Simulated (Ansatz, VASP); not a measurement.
# TiO2: VASP beside Ansatz

```
CELL_PARAMETERS angstrom
4.86789 0.00000 0.00000
0.00000 4.86789 0.00000
0.00000 0.00000 2.98451
ATOMIC_POSITIONS crystal
Ti 0.00000 0.00000 0.00000
Ti 0.50000 0.50000 0.50000
O 0.30510 0.30510 0.00000
O 0.19490 0.80510 0.50000
O 0.69490 0.69490 0.00000
O 0.80510 0.19490 0.50000
```

Alike in both runs: task single point; functional PBE; k mesh 8 × 8 × 10; occupations gaussian, width 0.05 eV; no spin polarisation.

```csv
,VASP,Ansatz
version,VASP 6.6.1,Ansatz 0.2.0
potentials or method,"VASP PAW PBE potentials, release 64 (Ti_sv, O), cutoff 520 eV","scalar-relativistic, plane waves, PAW"
valence electrons in the cell,48,48
```

Ansatz gave:

```
gap on the k mesh at the Fermi level (eV)                     : 1.70
least direct gap on the mesh (eV)                             : 1.70
pressure (GPa)                                                : -17.1
traceless stress, the component that is largest in VASP (GPa) : 2.27
rms of the force components (eV/Å)                            : 0.294
```

Which values does VASP return?

gap on the k mesh at the Fermi level (eV): 1.67; least direct gap on the mesh (eV): 1.67; pressure (GPa): -16.6; traceless stress, the component that is largest in VASP (GPa): 2.50; rms of the force components (eV/Å): 0.278.

Atom by atom the forces differ by 0.016 eV/Å (rms over components).
